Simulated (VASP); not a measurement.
Runs of VASP 6.6.1 on SbS4. The structure is that of space group Im-3m (No. 229), or close to it. The cells are those of the table. 

```tsv
task	cell	k mesh	cutoff (eV)	gap on the mesh (eV)	pressure (GPa)
relaxation of cell and atoms	relaxed from a = 5.375 Å, angles 109.5°, 5 atoms	4 × 4 × 4	600	none	0.1
single point	a = 5.347 Å, angles 109.5°, 5 atoms	4 × 4 × 4	520	none	0.1
relaxation of cell and atoms	relaxed from a = 5.347 Å, angles 109.5°, 5 atoms	8 × 8 × 8	600	none	0.0
single point	a = 5.375 Å, angles 109.5°, 5 atoms	4 × 4 × 4	520	none	(a)
single point	a = 5.353 Å, angles 109.5°, 5 atoms	8 × 8 × 8	520	none	-0.2
```

Alike in all rows: level PBE; potentials or basis VASP PAW PBE potentials, release 64 (Sb, S); no spin polarisation; smearing gaussian 0.1 eV.

**Question.** Fill in the values left out.

**Answer.** (a) -0.8.

Caveats: spin-orbit coupling is left out, which moves the levels of the heavy elements; the relaxation stopped at its first step, so nothing moved (some runs).

A k mesh can miss the band edges, and the runs leave out spin-orbit coupling on Sb.

A gap of «none» marks levels without a gap at the run's occupations.
